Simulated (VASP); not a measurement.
# Cu2Sn: relaxation of cell and atoms with PBE

Crystal: Cu2Sn.

```xyz
6
Lattice="2.9666 0.0000 0.0000 -1.4833 2.5691 0.0000 0.0000 0.0000 14.0715" Properties=species:S:1:pos:R:3 pbc="T T T"
Cu    0.0000    1.7128   10.5536
Cu    0.0000    1.7128    5.8631
Cu    1.4833    0.8564    3.5179
Cu    1.4833    0.8564    8.2084
Sn    0.0000    1.7128    1.1726
Sn    1.4833    0.8564   12.8989
```

```
Program                : VASP 6.6.1
Task                   : relaxation of cell and atoms
Functional             : PBE
Potentials or basis    : VASP PAW PBE potentials, release 64 (Cu, Sn_d)
Cutoff                 : 600 eV
k mesh                 : 6 × 6 × 2
Occupations            : gaussian, width 0.1 eV
Spin                   : no spin polarisation
Dipole correction      : no
Further INCAR settings : ALGO = Normal; EDIFF = 1e-06; IBRION = 2; EDIFFG = -0.04; NSW = 90; ISIF = 3
```

The relaxed volume is 17.78 Å³/atom. The relaxed cell is a = 3.036 Å, b = 3.036 Å, c = 13.371 Å, α = 90.00°, β = 90.00°, γ = 120.00°. The space group after relaxing (to 0.05 Å) is P-3m1 (No. 164), the energy gained by relaxing is 389.6 meV/atom and the ionic steps are 24. The pressure after relaxing is 0.1 GPa, the largest force after relaxing is 0.009 eV/Å and the band gap on the k mesh is zero (band 36 reaches 8.04 eV, above the bottom of band 37 at 6.86 eV).

Forces on the atoms (eV/Å):
```
Cu   0.000  0.000  0.001
Cu   0.000  0.000  0.009
Cu   0.000  0.000 -0.001
Cu   0.000  0.000 -0.009
Sn   0.000  0.000 -0.002
Sn   0.000  0.000  0.002
```

Step by step:
```csv
step,energy change (eV),largest force (eV/Å),pressure (GPa),volume (Å³)
1,0.0000,3.7298,3.05,107.25
2,-0.9974,1.4457,-3.25,112.62
3,-1.1269,0.9799,-4.39,114.87
4,-1.1201,1.1903,-5.54,119.47
5,-1.1557,1.0855,-5.17,117.27
6,-1.5212,1.5793,0.28,107.34
7,-1.5520,1.7647,2.81,104.08
8,-1.8507,1.2642,3.44,102.07
9,-2.0073,0.9963,6.34,98.81
10,-2.1970,0.6973,-1.30,107.31
11,-2.1984,0.7212,-0.88,106.53
12,-2.2582,0.4854,-0.64,106.11
13,-2.3057,0.2274,0.03,105.25
14,-2.3062,0.2007,-0.14,105.34
15,-2.3146,0.1524,0.25,104.94
16,-2.3215,0.0790,0.98,104.29
17,-2.3264,0.0888,0.64,104.86
18,-2.3310,0.1118,-0.14,106.13
19,-2.3324,0.0982,-0.15,106.21
20,-2.3354,0.0648,-0.21,106.42
21,-2.3371,0.0552,-0.10,106.84
22,-2.3372,0.0479,0.03,106.74
23,-2.3373,0.0495,-0.03,106.76
24,-2.3376,0.0091,0.07,106.71
```

Final structure:
```yaml
crystal:
  lattice:
    - [3.03565, 0.00000, 0.00000]
    - [-1.51782, 2.62895, 0.00000]
    - [0.00000, 0.00000, 13.37063]
  atoms:
    - { symbol: Cu, position: [0.33333, 0.66667, 0.70217] }
    - { symbol: Cu, position: [0.33333, 0.66667, 0.43193] }
    - { symbol: Cu, position: [0.66667, 0.33333, 0.29783] }
    - { symbol: Cu, position: [0.66667, 0.33333, 0.56807] }
    - { symbol: Sn, position: [0.33333, 0.66667, 0.13072] }
    - { symbol: Sn, position: [0.66667, 0.33333, 0.86928] }
```

Levels at points of the mesh, in eV from the Fermi level:
```tsv
k point	band 34	band 35	band 36	band 37	band 38	band 39
(0.00, 0.00, 0.00)	-1.41	-1.41	-1.16	-0.23	5.47	6.46
(0.50, 0.00, 0.00)	-1.40	-0.62	-0.31	0.13	0.25	1.92
(0.00, 0.00, 0.50)	-1.57	-1.41	-1.41	0.84	3.96	8.59
(0.50, 0.00, 0.50)	-1.40	-0.64	-0.07	-0.07	0.12	2.45
```

Run time: 21 min on 1 thread of Intel(R) Xeon(R) Platinum 8375C CPU @ 2.90GHz (Ice Lake) (shared host), peak memory 0.29 GiB.

Caveat: the k points lie up to 0.40 Å⁻¹ apart in the final cell; spin-orbit coupling is left out, which moves the levels of the heavy elements.
